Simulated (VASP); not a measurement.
A run of VASP 6.6.1:

POSCAR

```
Br
1.0
    3.8957008222     -2.0542536354      0.0000000000
    3.8957008222      2.0542536354      0.0000000000
    0.0000000000      0.0000000000      8.5833214204
Br
4
Direct
    0.8645971324      0.1354028676      0.1154287566
    0.1354028676      0.8645971324      0.8845712434
    0.3645971324      0.6354028676      0.3845712434
    0.6354028676      0.3645971324      0.6154287566
```

File INCAR.step1:

```
PREC = Accurate ; ENCUT = 600
ISMEAR = 0 ; SIGMA = 0.05
LREAL = F ; LASPH = T
NELM = 80 ; GGA = PE
ALGO = Normal ; EDIFF = 1E-4
LWAVE = T ; LCHARG = F
```

Contents of INCAR.step2:

```
PREC = Accurate ; ENCUT = 600
EDIFF = 1E-6 ; ISMEAR = 0
SIGMA = 0.05 ; LREAL = F
LASPH = T ; NELM = 80
ALGO = Normal ; ISIF = 4
LWAVE = F ; LCHARG = F
METAGGA = R2SCAN ; LMIXTAU = T
IBRION = 2 ; NSW = 60
EDIFFG = -0.04 ; ISTART = 1
```

KPOINTS

```
regular mesh
0
Gamma
  6 6 4
```

Potentials or basis: VASP PAW PBE potentials, release 64 (Br).

Launch:

```console
$ cat potpaw_PBE.64/Br/POTCAR > POTCAR
$ cp INCAR.step1 INCAR
$ mpirun -np 1 vasp_std > vasp.out
$ cp INCAR.step2 INCAR
$ mpirun -np 1 vasp_std > vasp.out
```

Hardware: 1 thread of Intel Xeon 8259CL (shared host).

Q: Estimate the wall time of this run.

A: Wall time 36 min on 1 thread of Intel Xeon 8259CL, with other jobs on the host, peak memory 0.38 GiB. Counts: k points 39, ion steps 10.
